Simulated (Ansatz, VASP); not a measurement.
## Two plane-wave programs on FeSi

```xyz
8
Lattice="4.4458 0.0000 0.0000 0.0000 4.4458 0.0000 0.0000 0.0000 4.4458" Properties=species:S:1:pos:R:3 pbc="T T T"
Fe    0.6067    0.6067    0.6067
Fe    1.6162    3.8391    2.8295
Fe    2.8295    1.6162    3.8391
Fe    3.8391    2.8295    1.6162
Si    3.7395    3.7395    3.7395
Si    2.9292    0.7063    1.5166
Si    1.5166    2.9292    0.7063
Si    0.7063    1.5166    2.9292
```

Alike in both runs: functional PBE; k mesh 4 × 4 × 4; occupations gaussian, width 0.1 eV; collinear spin.

Ansatz relaxed the structure, and its values are those at the end. VASP's run is a single point on that final structure, the one shown.

```csv
,VASP,Ansatz
version,VASP 6.6.1,Ansatz 0.2.0
potentials or method,"VASP PAW PBE potentials, release 64 (Fe, Si), cutoff 520 eV","scalar-relativistic, plane waves, PAW"
valence electrons in the cell,48,80
```

VASP gave:

```
gap on the k mesh at the Fermi level (eV) : 0.17
least direct gap on the mesh (eV)         : 0.20
pressure (GPa)                            : 0.4
rms of the force components (eV/Å)        : 0.011
net moment per atom (μB)                  : 0.00
```

Task: Estimate Ansatz's values.

Result: gap on the k mesh at the Fermi level (eV): 0.18; least direct gap on the mesh (eV): 0.21; pressure (GPa): 0.2; rms of the force components (eV/Å): 0.015; net moment per atom (μB): 0.00.

VASP's potentials hold 48 valence electrons a cell and Ansatz's 80, so a difference there can come from the potentials and not from the codes. Ansatz's warnings: seeded moment not kept.
